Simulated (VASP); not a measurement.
Input of a VASP 6.6.1 run:

File INCAR:

```
SYSTEM = ZrNbGe2
PREC     = Accurate       ! precision mode
ENCUT    = 520            ! plane-wave cutoff, eV
EDIFF    = 1E-6           ! SCF threshold, eV
ISMEAR   = 0              ! smearing method
SIGMA    = 0.1            ! smearing width, eV
LREAL    = .FALSE.        ! projectors in reciprocal space
LASPH    = .TRUE.         ! aspherical terms in the spheres
NELM     = 80             ! most SCF steps
ALGO     = Normal         ! electronic algorithm
ISIF     = 2              ! what is computed and relaxed
LWAVE    = .FALSE.        ! write WAVECAR
LCHARG   = .FALSE.        ! write CHGCAR
GGA      = PE             ! functional
NBANDS   = 34             ! bands
```

KPOINTS

```
Automatic mesh
0
G
  6 6 4
  0 0 0
```

Contents of POSCAR:

```
ZrNbGe2
1.0
    3.7173962600      0.0000000000      0.0000000000
    0.0000000000      3.7173962600      0.0000000000
    0.0000000000      0.0000000000      5.0405174000
Zr Nb Ge
1 1 2
Direct
    0.0000000000      0.0000000000      0.0000000000
    0.5000000000      0.5000000000      0.5000000000
    0.0000000000      0.0000000000      0.5000000000
    0.5000000000      0.5000000000      0.0000000000
```

Potentials or basis: VASP PAW PBE potentials, release 64 (Zr_sv, Nb_sv, Ge_d).

Run with:

```sh
$ cat potpaw_PBE.64/Zr_sv/POTCAR potpaw_PBE.64/Nb_sv/POTCAR potpaw_PBE.64/Ge_d/POTCAR > POTCAR
$ mpirun -np 1 vasp_std > vasp.out
```

Q: What does it give for the pressure?

A: 16.5 GPa.

Stress tensor (GPa, compression positive):
```
11.45  0.00  0.00
 0.00 11.45  0.00
 0.00  0.00 26.49
```
